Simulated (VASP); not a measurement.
# C (Fd-3m) in VASP: a series of runs, part 2 of 2

VASP 6.6.1.

## Step 3: Single point, r2SCAN

This run uses another cell than the first one, of 5.52 Å³/atom.

The input, POSCAR:

```
C
1.0
    0.0000000000      1.7675122453      1.7675122453
    1.7675122453      0.0000000000      1.7675122453
    1.7675122453      1.7675122453      0.0000000000
C
2
Direct
    0.5000000000      0.5000000000      0.5000000000
    0.7500000000      0.7500000000      0.7500000000
```

The input, INCAR.step1:

```
PREC = Accurate ; ENCUT = 520
ISMEAR = 0 ; SIGMA = 0.01
LREAL = F ; LASPH = T
NELM = 80 ; NBANDS = 11
GGA = PE ; ALGO = Normal
EDIFF = 1E-4 ; LWAVE = T
LCHARG = F
```

The input, INCAR.step2:

```
PREC = Accurate ; ENCUT = 520
EDIFF = 1E-6 ; ISMEAR = 0
SIGMA = 0.01 ; LREAL = F
LASPH = T ; NELM = 80
ALGO = Normal ; ISIF = 2
LWAVE = F ; LCHARG = T
METAGGA = R2SCAN ; LMIXTAU = T
LELF = T ; LVHAR = T
NBANDS = 11 ; ISTART = 1
```

The input, KPOINTS:

```
regular mesh
0
Gamma
  12 12 12
```

Potentials or basis: VASP PAW PBE potentials, release 64 (C).

Started as:

```console
$ cat potpaw_PBE.64/C/POTCAR > POTCAR
$ cp INCAR.step1 INCAR
$ mpirun -np 1 vasp_std > vasp.out
$ cp INCAR.step2 INCAR
$ mpirun -np 1 vasp_std > vasp.out
```

OUTCAR:

```text
PREC = Accurate
   ENCUT = 520
   EDIFF = 1E-6
   ISMEAR = 0
   LREAL = F
   LASPH = T
   NELM = 80
   ISIF = 2
   METAGGA = R2SCAN
   ISTART = 1

 ion  position               nearest neighbor table
   1  0.500  0.500  0.500-   2 1.53   2 1.53   2 1.53   2 1.53
   2  0.750  0.750  0.750-   1 1.53   1 1.53   1 1.53   1 1.53

  LATTYP: Found a face centered cubic cell.
 ALAT       =     3.5350244906

  Lattice vectors:

 A1 = (   0.0000000000,   1.7675122453,   1.7675122453)
 A2 = (   1.7675122453,   0.0000000000,   1.7675122453)
 A3 = (   1.7675122453,   1.7675122453,   0.0000000000)

Analysis of symmetry for initial positions (statically):
=====================================================================
 Subroutine PRICEL returns:
 Original cell was already a primitive cell.

 Routine SETGRP: Setting up the symmetry group for a
 face centered cubic supercell.

 Subroutine GETGRP returns: Found 48 space group operations
 (whereof 24 operations were pure point group operations)
 out of a pool of 48 trial point group operations.

The static configuration has the point symmetry T_d .
[... 174 lines left out ...]
      3      10.1061      2.00000
      4      10.1061      2.00000
      5      16.0155      0.00000
      6      16.0155      0.00000
      7      16.0155      0.00000
      8      24.5725      0.00000
      9      30.8731      0.00000
     10      37.7939      0.00000
     11      37.7939      0.00000
[... 309 lines left out ...]
 k-point    24 :      -0.4167    0.1667    0.0000
  band No.  band energies     occupation
      1      -6.4123      2.00000
      2      -3.3606      2.00000
      3       4.1710      2.00000
      4       6.2016      2.00000
      5      18.1294      0.00000
      6      21.0470      0.00000
      7      22.1828      0.00000
      8      26.8311      0.00000
      9      30.9946      0.00000
     10      35.6894      0.00000
     11      36.6488      0.00000

 [... further k-points ...]

------------------------ aborting loop because EDIFF is reached ----------------------------------------

  FORCE on cell =-STRESS in cart. coord.  units (eV):
  Direction    XX          YY          ZZ          XY          YZ          ZX
  --------------------------------------------------------------------------------------
  -------------------------------------------------------------------------------------
  Total        0.7735196      0.7735196      0.7735196     -0.0000000     -0.0000000      0.0000000
  in kB      112.2185366    112.2185366    112.2185366     -0.0000000     -0.0000000      0.0000000
  external PRESSURE =     112.2185366 kB  Pullay stress =       0.0000000 kB

 VOLUME and BASIS-vectors are now :
 -----------------------------------------------------------------------------
  energy-cutoff  :      520.00
  volume of cell :       11.04
      direct lattice vectors                 reciprocal lattice vectors
     0.000000000  1.767512245  1.767512245    -0.282883472  0.282883472  0.282883472
     1.767512245  0.000000000  1.767512245     0.282883472 -0.282883472  0.282883472
     1.767512245  1.767512245  0.000000000     0.282883472  0.282883472 -0.282883472

 POSITION                                       TOTAL-FORCE (eV/Angst)
 -----------------------------------------------------------------------------------
      1.76751      1.76751      1.76751         0.000000      0.000000      0.000000
      2.65127      2.65127      2.65127        -0.000000     -0.000000     -0.000000
 -----------------------------------------------------------------------------------
    total drift:                                0.000000     -0.000000      0.000000

  FREE ENERGIE OF THE ION-ELECTRON SYSTEM (eV)
  ---------------------------------------------------
  free  energy   TOTEN  =       -19.6476726234 eV

  energy  without entropy=      -19.6476726234  energy(sigma->0) =      -19.64767262
```

OUTCAR.step1:

```text
PREC = Accurate
   ENCUT = 520
   ISMEAR = 0
   LREAL = F
   LASPH = T
[... 558 lines left out ...]
 -----------------------------------------------------------------------------------
      1.76751      1.76751      1.76751        -0.000000     -0.000000     -0.000000
      2.65127      2.65127      2.65127         0.000000      0.000000      0.000000
 -----------------------------------------------------------------------------------
    total drift:                                0.000000     -0.000000      0.000000

  FREE ENERGIE OF THE ION-ELECTRON SYSTEM (eV)
  ---------------------------------------------------
  free  energy   TOTEN  =       -18.1687549706 eV

  energy  without entropy=      -18.1687549706  energy(sigma->0) =      -18.16875497
```

It took 28 s on 1 thread of Intel Xeon 8259CL, shared host; peak memory 0.12 GiB.

Results:

| Item | Value |
| --- | --- |
| Free energy | -19.6477 eV |
| Pressure | 11.2 GPa |
| Band gap on the k mesh | 4.41 eV (least direct gap 5.91 eV) |

Caveat: the cell stands under pressure; the PAW data sets were made with another functional, which shifts forces and pressure a little. A k mesh can miss the band edges.

## Step 4: Single point, r2SCAN

This run uses another cell than the first one, of 5.47 Å³/atom.

The input, POSCAR:

```
C
1.0
    0.0000000000      1.7615716731      1.7615716731
    1.7615716731      0.0000000000      1.7615716731
    1.7615716731      1.7615716731      0.0000000000
C
2
Direct
    0.5000000000      0.5000000000      0.5000000000
    0.7500000000      0.7500000000      0.7500000000
```

The input, INCAR.step1:

```
SYSTEM = C
PREC = Accurate
ENCUT = 520
ISMEAR = 0
SIGMA = 0.01
LREAL = .False.
LASPH = .True.
NELM = 80
NBANDS = 11
GGA = PE
ALGO = Normal
EDIFF = 1E-4
LWAVE = .True.
LCHARG = .False.
```

The input, INCAR.step2:

```
SYSTEM = C
PREC = Accurate
ENCUT = 520
EDIFF = 1E-6
ISMEAR = 0
SIGMA = 0.01
LREAL = .False.
LASPH = .True.
NELM = 80
ALGO = Normal
ISIF = 2
LWAVE = .False.
LCHARG = .True.
METAGGA = R2SCAN
LMIXTAU = .True.
LELF = .True.
LVHAR = .True.
NBANDS = 11
ISTART = 1
```

The input, KPOINTS:

```
Automatic mesh
0
Gamma
  12 12 12
  0 0 0
```

Started as:

```console
$ cat potpaw_PBE.64/C/POTCAR > POTCAR
$ cp INCAR.step1 INCAR
$ mpirun -np 1 vasp_std > vasp.out
$ cp INCAR.step2 INCAR
$ mpirun -np 1 vasp_std > vasp.out
```

It took 29 s on 1 thread of Intel Xeon 8259CL, shared host; peak memory 0.12 GiB.

It converged, with:

- Free energy: -19.6379 eV
- Pressure: 16.3 GPa
- Band gap on the k mesh: 4.43 eV (least direct gap 5.94 eV)

Levels at points of the mesh, in eV from the valence-band top:
```
           k point  band 2  band 3  band 4  band 5  band 6  band 7
(0.00, 0.00, 0.00)    0.00    0.00    0.00    5.94    5.94    5.94
(0.50, 0.00, 0.00)  -14.47   -3.08   -3.08    9.03    9.03    9.65
(0.50, 0.50, 0.00)  -13.86   -6.89   -6.89    5.08    5.08   18.47
```

Caveat: the cell stands under pressure; the PAW data sets were made with another functional, which shifts forces and pressure a little. A k mesh can miss the band edges.

## Step 5: The runs side by side

```csv
cell,gap on the mesh (eV),pressure (GPa)
"a = 2.505 Å, angles 60.0°, 2 atoms",4.39,8.2
"a = 2.500 Å, angles 60.0°, 2 atoms",4.41,11.2
"a = 2.491 Å, angles 60.0°, 2 atoms",4.43,16.3
```

Alike in all rows: task single point; level r2SCAN; potentials or basis VASP PAW PBE potentials, release 64 (C); no spin polarisation; k mesh 12 × 12 × 12; cutoff (eV) 520; smearing gaussian 0.01 eV.

Caveats: the cell stands under pressure; the PAW data sets were made with another functional, which shifts forces and pressure a little.

Absolute energies hang on the potentials; compare differences alone.
